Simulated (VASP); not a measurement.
# BaTiO3 (Amm2) in VASP: a series of runs

BaTiO3 is run at these levels: PBE; tasks: single point.

Everything below comes from runs of VASP 6.6.1. Logs are shortened: lines on timing, memory, paths and dates and some standing lists are left out, and cuts for length are marked.

## (1) The cell of the first run

Symmetry: Amm2, No. 38, orthorhombic system. Conventional cell: a = 3.984 Å, b = 5.674 Å, c = 5.521 Å, α = 90.00°, β = 90.00°, γ = 90.00°. Within 3.6 Å of Ba (site symmetry mm2) lie 12 O at 2.72 to 2.84 Å and 8 Ti at 3.37 to 3.47 Å. Within 2.5 Å of Ti (site symmetry mm2) lie 6 O at 1.90 to 2.06 Å. Within 2.6 Å of O (site symmetry mm2) lie 2 Ti at 1.99 Å. Within 2.5 Å of O (site symmetry m) lie 2 Ti at 1.90 to 2.06 Å.

## (2) Single point, PBE (z stretched by -3 %, then relaxed in part)

Contents of INCAR:

```
PREC = Accurate ; ENCUT = 520
EDIFF = 1E-6 ; ISMEAR = -1
SIGMA = 0.02 ; LREAL = False
LASPH = True ; NELM = 60
ALGO = Normal ; ISIF = 2
LWAVE = False ; LCHARG = False
GGA = PE ; NBANDS = 28
```

Contents of KPOINTS:

```
regular mesh
0
Gamma
  8 8 8
```

Contents of POSCAR:

```
BaTiO3
1.0
    3.9841000000      0.0000000000      0.0000000000
    0.0000000000      2.8370500000      2.7604260000
    0.0000000000     -2.8370500000      2.7604260000
Ba Ti O
1 1 3
Direct
    0.0000000000      0.0030959481      0.0030959481
    0.5000000000      0.5118240185      0.5118240185
    0.0000000000      0.4956374751      0.4956374751
    0.5000000000      0.4949737647      0.9906887936
    0.5000000000      0.9906887936      0.4949737647
```

Potentials or basis: VASP PAW PBE potentials, release 64 (Ba_sv, Ti_sv, O).

On the command line:

```bash
cat potpaw_PBE.64/Ba_sv/POTCAR potpaw_PBE.64/Ti_sv/POTCAR potpaw_PBE.64/O/POTCAR > POTCAR
mpirun -np 1 vasp_std > vasp.out
```

OUTCAR:

```text
PREC = Accurate
   ENCUT = 520
   EDIFF = 1E-6
   ISMEAR = -1
   LREAL = False
   LASPH = True
   NELM = 60
   ISIF = 2
   GGA = PE

 ion  position               nearest neighbor table
   1  0.000  0.003  0.003-   3 2.72   4 2.79   5 2.79   4 2.79   5 2.79   3 2.80   4 2.83   5 2.83
                             5 2.83   4 2.83   3 2.84   3 2.84   2 3.37   2 3.37   2 3.44   2 3.44
   2  0.500  0.512  0.512-   4 1.90   5 1.90   3 1.99   3 1.99   5 2.06   4 2.06   1 3.37   1 3.37
                             1 3.44   1 3.44   1 3.47   1 3.47   1 3.47   1 3.47
   3  0.000  0.496  0.496-   2 1.99   2 1.99   1 2.72   1 2.80   1 2.84   1 2.84
   4  0.500  0.495  0.991-   2 1.90   2 2.06   1 2.79   1 2.79   1 2.83   1 2.83
   5  0.500  0.991  0.495-   2 1.90   2 2.06   1 2.79   1 2.79   1 2.83   1 2.83

  LATTYP: Found a base centered orthorhombic cell.
 ALAT       =     5.5208520000
 B/A-ratio  =     1.0277580344
 C/A-ratio  =     0.7216458619

  Lattice vectors:

 A1 = (   0.0000000000,   2.8370500000,   2.7604260000)
 A2 = (   0.0000000000,  -2.8370500000,   2.7604260000)
 A3 = (   3.9841000000,   0.0000000000,   0.0000000000)

Analysis of symmetry for initial positions (statically):
=====================================================================
 Subroutine PRICEL returns:
 Original cell was already a primitive cell.

 Routine SETGRP: Setting up the symmetry group for a
 base centered orthorhombic supercell.

 Subroutine GETGRP returns: Found  4 space group operations
 (whereof  4 operations were pure point group operations)
 out of a pool of  8 trial point group operations.

The static configuration has the point symmetry C_2v.

Analysis of symmetry for dynamics (positions and initial velocities):
=====================================================================
 Subroutine PRICEL returns:
 Original cell was already a primitive cell.

 Routine SETGRP: Setting up the symmetry group for a
 base centered orthorhombic supercell.

 Subroutine GETGRP returns: Found  4 space group operations
 (whereof  4 operations were pure point group operations)
 out of a pool of  8 trial point group operations.

The dynamic configuration has the point symmetry C_2v.

 Subroutine INISYM returns: Found  4 space group operations
 (whereof  4 operations are pure point group operations),
 and found     1 'primitive' translations

----------------------------------------------------------------------------------------

                                     Primitive cell

  volume of cell :      62.4027

  direct lattice vectors                    reciprocal lattice vectors
     3.984100000  0.000000000  0.000000000     0.250997716  0.000000000  0.000000000
     0.000000000  2.837050000  2.760426000     0.000000000  0.176239404  0.181131463
     0.000000000 -2.837050000  2.760426000     0.000000000 -0.176239404  0.181131463

  length of vectors
     3.984100000  3.958384065  3.958384065     0.250997716  0.252723039  0.252723039

  position of ions in fractional coordinates (direct lattice)
     0.000000000  0.003095948  0.003095948
     0.500000000  0.511824019  0.511824019
     0.000000000  0.495637475  0.495637475
     0.500000000  0.494973765  0.990688794
     0.500000000  0.990688794  0.494973765

  ion indices of the primitive-cell ions
   primitive index   ion index
                 1           1
                 2           2
                 3           3
                 4           4
                 5           5

----------------------------------------------------------------------------------------

 KPOINTS: regular mesh

Automatic generation of k-mesh.
 Grid dimensions read from file:
 generate k-points for:    8    8    8

 Generating k-lattice:

  Cartesian coordinates                     Fractional coordinates (reciprocal lattice)
     0.031374714  0.000000000  0.000000000     0.125000000  0.000000000  0.000000000
     0.000000000  0.022029925  0.022641433     0.000000000  0.125000000  0.000000000
     0.000000000 -0.022029925  0.022641433     0.000000000  0.000000000  0.125000000

  Length of vectors
     0.031374714  0.031590380  0.031590380

  Shift w.r.t. Gamma in fractional coordinates (k-lattice)
     0.000000000  0.000000000  0.000000000

 Subroutine IBZKPT returns following result:
 ===========================================

 Found    105 irreducible k-points:

 Following reciprocal coordinates:
            Coordinates               Weight
  0.000000  0.000000  0.000000      1.000000
  0.125000  0.000000  0.000000      2.000000
  0.250000  0.000000  0.000000      2.000000
  0.375000  0.000000  0.000000      2.000000
  0.500000  0.000000  0.000000      1.000000
  0.000000  0.125000  0.000000      4.000000
[... 16 lines left out ...]
  0.250000  0.500000  0.000000      4.000000
  0.375000  0.500000  0.000000      4.000000
 [... further k-points ...]
   k-points           NKPTS =    105   k-points in BZ     NKDIM =    105   number of bands    NBANDS=     28
   number of dos      NEDOS =    301   number of ions     NIONS =      5
   total plane-waves  NPLWV =  27000
   dimension x,y,z NGX =    30 NGY =   30 NGZ =   30
   dimension x,y,z NGXF=    60 NGYF=   60 NGZF=   60
   ions per type =               1   1   3
   NGX,Y,Z   is equivalent  to a cutoff of  12.52, 12.60, 12.60 a.u.
   NGXF,Y,Z  is equivalent  to a cutoff of  25.04, 25.20, 25.20 a.u.
 SYSTEM =  unknown system
   PREC   = accura    normal or accurate (medium, high low for compatibility)
   ISTART =      0    job   : 0-new  1-cont  2-samecut
   ICHARG =      2    charge: 1-file 2-atom 10-const
   ISPIN  =      1    spin polarized calculation?
   LNONCOLLINEAR =      F non collinear calculations
   LSORBIT =      F    spin-orbit coupling
   LASPH  =      T    aspherical Exc in radial PAW
   ENCUT  =  520.0 eV  38.22 Ry    6.18 a.u.   7.41  7.36  7.36*2*pi/ulx,y,z
   NELM   =     60;   NELMIN=  2; NELMDL= -5     # of ELM steps
   EDIFF  = 0.1E-05   stopping-criterion for ELM
   LREAL  =      F    real-space projection
   EDIFFG = 0.1E-04   stopping-criterion for IOM
   NSW    =      0    number of steps for IOM
   IBRION =     -1    ionic relax: 0-MD 1-quasi-New 2-CG
   NFREE  =      0    steps in history (QN), initial steepest desc. (CG)
   ISIF   =      2    stress and relaxation
   ISYM   =      2    0-nonsym 1-usesym 2-fastsym
   POTIM  = 0.5000    time-step for ionic-motion
   TEBEG  =    0.0;   TEEND  =   0.0 temperature during run
   PSTRESS=    0.0 pullay stress
   NELECT =      40.0000    total number of electrons
   NUPDOWN=      -1.0000    fix difference up-down
   EMIN   =  10.00;   EMAX   =-10.00  energy-range for DOS
   EFERMI =   0.00;   METHOD = LEGACY
   ISMEAR =    -1;   SIGMA  =   0.02  broadening in eV -4-tet -1-fermi 0-gaus
   EFERMI_NEDOS =   21; number of points for ismear=-14 and -15
   IALGO  =     38    algorithm
   IMIX   =      4    mixing-type and parameters
     AMIX     =   0.40;   BMIX     =  1.00
     AMIX_MAG =   1.60;   BMIX_MAG =  1.00
  volume/ion in A,a.u.               =      12.48        84.22
  Fermi-wavevector in a.u.,A,eV,Ry     =   1.411542  2.667427 27.108928  1.992450
  Thomas-Fermi vector in A             =   2.533382
   LORBIT       =      0    0 simple, 1 ext, 2 COOP (PROOUT), +10 PAW based schemes
   GGA     = PE    functional components
   LHFCALC =     F    Hartree Fock is set to
   AEXX    =    0.0000 exact exchange contribution
   IVDW    =     0    specifies the selected vdW correction
   LEPSILON=     F    determine dielectric tensor
   LRPA    =     F    only Hartree local field effects (RPA)
 non-spin polarized calculation
  energy-cutoff  :      520.00
  volume of cell :       62.40
 maximum number of plane-waves:      1709
 NGX is ok and might be reduce to    30
   NGX = 15   NGY = 15   NGZ = 15

 number of electron      39.9999992 magnetization

 Free energy of the ion-electron system (eV)
  ---------------------------------------------------
  ext. energy  EPLUGINS =         0.00000000
  ---------------------------------------------------
  free energy    TOTEN  =       -39.87796301 eV

  energy without entropy =      -39.87796301  energy(sigma->0) =      -39.87796301

 E-fermi :   4.5255     XC(G=0): -11.3990

 val. band max:        4.0587549862   @ k =   0.5000   0.5000   0.5000
 cond. band min:       5.9765493445   @ k =   0.0000   0.0000   0.0000
 fundamental gap:      1.9177943583
 Fermi energy:         4.5255463746

 k-point     1 :       0.0000    0.0000    0.0000
  band No.  band energies     occupation
      1     -52.3939      2.00000
      2     -28.6512      2.00000
      3     -28.6290      2.00000
      4     -28.6193      2.00000
      5     -20.7193      2.00000
      6     -12.9106      2.00000
[... 20 lines left out ...]
     27       9.1571      0.00000
     28      11.6958      0.00000

 k-point     2 :       0.1250    0.0000    0.0000
  band No.  band energies     occupation
      1     -52.3937      2.00000
      2     -28.6509      2.00000
      3     -28.6287      2.00000
      4     -28.6278      2.00000
      5     -20.7000      2.00000
      6     -12.9343      2.00000
[... 20 lines left out ...]
     27       9.4663      0.00000
     28      12.0604      0.00000

 k-point     3 :       0.2500    0.0000    0.0000
  band No.  band energies     occupation
      1     -52.3933      2.00000
      2     -28.6502      2.00000
      3     -28.6479      2.00000
      4     -28.6280      2.00000
      5     -20.6528      2.00000
      6     -13.0323      2.00000
[... 20 lines left out ...]
     27      10.2854      0.00000
     28      12.5698      0.00000

 k-point     4 :       0.3750    0.0000    0.0000
  band No.  band energies     occupation
      1     -52.3929      2.00000
      2     -28.6682      2.00000
      3     -28.6492      2.00000
      4     -28.6272      2.00000
      5     -20.6045      2.00000
      6     -13.1620      2.00000
[... 578 lines left out ...]
     27      12.0915      0.00000
     28      12.5956      0.00000

 k-point    23 :       0.2500    0.5000    0.0000
  band No.  band energies     occupation
      1     -52.3921      2.00000
      2     -28.7018      2.00000
      3     -28.6447      2.00000
      4     -28.6350      2.00000
      5     -20.5373      2.00000
      6     -12.9141      2.00000
[... 20 lines left out ...]
     27      12.7614      0.00000
     28      12.9808      0.00000

 k-point    24 :       0.3750    0.5000    0.0000
  band No.  band energies     occupation
      1     -52.3917      2.00000
      2     -28.7004      2.00000
      3     -28.6642      2.00000
      4     -28.6343      2.00000
      5     -20.5077      2.00000
      6     -12.7036      2.00000
[... 20 lines left out ...]
     27      12.2321      0.00000
     28      13.8258      0.00000

 [... further k-points ...]

------------------------ aborting loop because EDIFF is reached ----------------------------------------

  FORCE on cell =-STRESS in cart. coord.  units (eV):
  Direction    XX          YY          ZZ          XY          YZ          ZX
  --------------------------------------------------------------------------------------
  -------------------------------------------------------------------------------------
  Total        3.2428469      2.7798644      5.6557246      0.0000000      0.0000000      0.0000000
  in kB       83.2594816     71.3724934    145.2096616      0.0000000      0.0000000      0.0000000
  external PRESSURE =      99.9472122 kB  Pullay stress =       0.0000000 kB

 VOLUME and BASIS-vectors are now :
 -----------------------------------------------------------------------------
  energy-cutoff  :      520.00
  volume of cell :       62.40
      direct lattice vectors                 reciprocal lattice vectors
     3.984100000  0.000000000  0.000000000     0.250997716  0.000000000  0.000000000
     0.000000000  2.837050000  2.760426000     0.000000000  0.176239404  0.181131463
     0.000000000 -2.837050000  2.760426000     0.000000000 -0.176239404  0.181131463

 POSITION                                       TOTAL-FORCE (eV/Angst)
 -----------------------------------------------------------------------------------
      0.00000      0.00000      0.01709         0.000000      0.000000     -0.019907
      1.99205      0.00000      2.82570         0.000000      0.000000     -0.034901
      0.00000      0.00000      2.73634         0.000000      0.000000      0.005006
      1.99205     -1.40637      4.10106         0.000000     -0.015062      0.024901
      1.99205      1.40637      4.10106         0.000000      0.015062      0.024901
 -----------------------------------------------------------------------------------
    total drift:                                0.000000      0.000005     -0.000565

  FREE ENERGIE OF THE ION-ELECTRON SYSTEM (eV)
  ---------------------------------------------------
  free  energy   TOTEN  =       -39.8779630085 eV

  energy  without entropy=      -39.8779630085  energy(sigma->0) =      -39.87796301
```

Run time: 2.5 min. Hardware: 1 thread of Intel Xeon 6975P-C, shared host; peak memory 0.31 GiB.

What came out:

| Quantity | Value |
| --- | --- |
| Free energy | -39.8780 eV |
| Pressure | 10.0 GPa |
| Largest force | 0.035 eV/Å |
| Band gap on the k mesh | 1.92 eV (least direct gap 2.11 eV) |

Forces in eV/Å, atoms in the order of the input:
```
Ba   0.000  0.000 -0.020
Ti   0.000  0.000 -0.035
O    0.000  0.000  0.005
O    0.000 -0.015  0.025
O    0.000  0.015  0.025
```

Caveat: the cell differs from its parent crystal (z stretched by -3 %, then relaxed in part); the stress differs along the axes, from 7 to 15 GPa; spin-orbit coupling is left out, which moves the levels of the heavy elements. A k mesh can miss the band edges.

## (3) Single point, PBE (12.61 Å³/atom)

This run uses another cell than the first one, of 12.61 Å³/atom.

Contents of INCAR:

```
PREC = Accurate
ENCUT = 520
EDIFF = 1E-7
ISMEAR = -1
SIGMA = 0.02
LREAL = False
LASPH = True
NELM = 80
ALGO = Normal
ISIF = 2
LWAVE = False
LCHARG = True
GGA = PE
LELF = True
LVHAR = True
NBANDS = 28
```

KPOINTS is that of step 2.

Contents of POSCAR:

```
BaTiO3
1.0
    3.9573602681      0.0000000000      0.0000000000
    0.0000000000      2.8180088222      2.8267000956
    0.0000000000     -2.8180088222      2.8267000956
Ba Ti O
1 1 3
Direct
    0.0000000000      0.0053639836      0.0053639836
    0.5000000000      0.5170411269      0.5170411269
    0.0000000000      0.4926290337      0.4926290337
    0.5000000000      0.4938227558      0.9873630999
    0.5000000000      0.9873630999      0.4938227558
```

Potentials or basis: VASP PAW PBE potentials, release 64 (Ba_sv, Ti_sv, O).

On the command line:

```bash
cat potpaw_PBE.64/Ba_sv/POTCAR potpaw_PBE.64/Ti_sv/POTCAR potpaw_PBE.64/O/POTCAR > POTCAR
mpirun -np 1 vasp_std > vasp.out
```

Wall time 2.4 min (1 thread of Intel Xeon 6975P-C, shared host); peak memory 0.31 GiB.

It converged, with:

- Free energy: -39.9398 eV
- Pressure: 8.8 GPa
- Largest force: 0.050 eV/Å
- Band gap on the k mesh: 2.05 eV (least direct gap 2.35 eV)

Forces on the atoms (eV/Å):
```
Ba   0.000  0.000 -0.034
Ti   0.000  0.000 -0.050
O    0.000  0.000  0.015
O    0.000 -0.017  0.035
O    0.000  0.017  0.035
```

Stress tensor (GPa, compression positive):
```
8.57 0.00 0.00
0.00 8.95 0.00
0.00 0.00 8.80
```

Levels at points of the mesh, in eV from the valence-band top:
```
           k point  band 16  band 17  band 18  band 19  band 20  band 21  band 22  band 23  band 24  band 25
(0.00, 0.00, 0.00)    -1.28    -1.14    -0.37    -0.37    -0.29     2.05     2.19     2.27     4.31     4.36
(0.50, 0.00, 0.00)    -2.14    -1.76    -1.66    -1.02    -0.91     2.40     3.69     3.79     4.33     6.11
(0.00, 0.50, 0.00)    -1.94    -1.89    -1.76    -0.86    -0.76     2.27     3.73     3.75     4.31     6.22
(0.50, 0.50, 0.00)    -2.74    -1.69    -0.91    -0.90    -0.09     3.76     3.77     4.14     4.99     7.89
(0.00, 0.50, 0.50)    -2.78    -1.65    -0.88    -0.84    -0.19     3.74     3.76     4.11     5.13     7.86
(0.50, 0.50, 0.50)    -2.40    -2.39    -0.10    -0.01     0.00     4.34     4.37     4.43     6.65     6.76
```

Caveat: the cell stands under pressure; spin-orbit coupling is left out, which moves the levels of the heavy elements. A k mesh can miss the band edges.
